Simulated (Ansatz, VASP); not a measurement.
**Two plane-wave programs on Li2PdC2**

```xyz
5
Lattice="3.8256 0.0000 0.0000 -1.9128 3.3130 0.0000 0.0000 0.0000 5.2648" Properties=species:S:1:pos:R:3 pbc="T T T"
Li    1.9128    1.1043    3.7076
Li    0.0000    2.2087    1.5571
Pd    0.0000    0.0000    0.0000
C     0.0000    0.0000    3.2649
C     0.0000    0.0000    1.9999
```

Alike in both runs: functional PBE; k mesh 12 × 12 × 8; occupations fermi-dirac, width 0.15 eV; no spin polarisation.

Ansatz relaxed the structure, and its values are those at the end. VASP's run is a single point on that final structure, the one shown.

|  | VASP | Ansatz |
| --- | --- | --- |
| version | VASP 6.6.1 | Ansatz 0.2.0 |
| potentials or method | VASP PAW PBE potentials, release 64 (Li_sv, Pd, C), cutoff 520 eV | scalar-relativistic, plane waves, PAW |
| valence electrons in the cell | 24 | 32 |

|  | VASP | Ansatz | Ansatz less VASP |
| --- | --- | --- | --- |
| gap on the k mesh at the Fermi level (eV) | none | none | - |
| rms of the force components (eV/Å) | 0.039 | 0.000 | -0.0388 |

A gap of «none» marks a metal or a gap that the smearing closes. The functional is the same, so the differences come from potentials, cutoffs and numerics. VASP's potentials hold 24 valence electrons a cell and Ansatz's 32, so a difference there can come from the potentials and not from the codes.

Noted on VASP's run: the cutoff is short for stress, so the pressure is rough.
